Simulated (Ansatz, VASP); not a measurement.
**HfC in VASP and in Ansatz**

```
Hf C
1.0
     0.00000    2.52211    2.52211
     2.52211    0.00000    2.52211
     2.52211    2.52211    0.00000
Hf C
1 1
Direct
  0.00000 0.00000 0.00000
  0.25000 0.25000 0.25000
```

Alike in both runs: task single point; functional LDA; k mesh 12 × 12 × 12; occupations gaussian, width 0.05 eV; no spin polarisation.

|  | VASP | Ansatz |
| --- | --- | --- |
| version | VASP 6.6.1 | Ansatz 0.2.0 |
| potentials or method | VASP PAW LDA potentials, release 64 (Hf_pv, C), cutoff 520 eV | scalar-relativistic, plane waves, PAW |
| valence electrons in the cell | 14 | 30 |

Ansatz gave:

```
gap on the k mesh at the Fermi level (eV) : 0.22
least direct gap on the mesh (eV)         : 0.22
pressure (GPa)                            : -8.3
```

Task: Estimate VASP's values.

Result: gap on the k mesh at the Fermi level (eV): 0.22; least direct gap on the mesh (eV): 0.22; pressure (GPa): -8.1.

LDA's correlation is that of Perdew and Zunger in VASP and of Perdew and Wang (1992) in Ansatz. VASP's potentials hold 14 valence electrons a cell and Ansatz's 30, so a difference there can come from the potentials and not from the codes.

Neither program's run includes spin-orbit coupling.
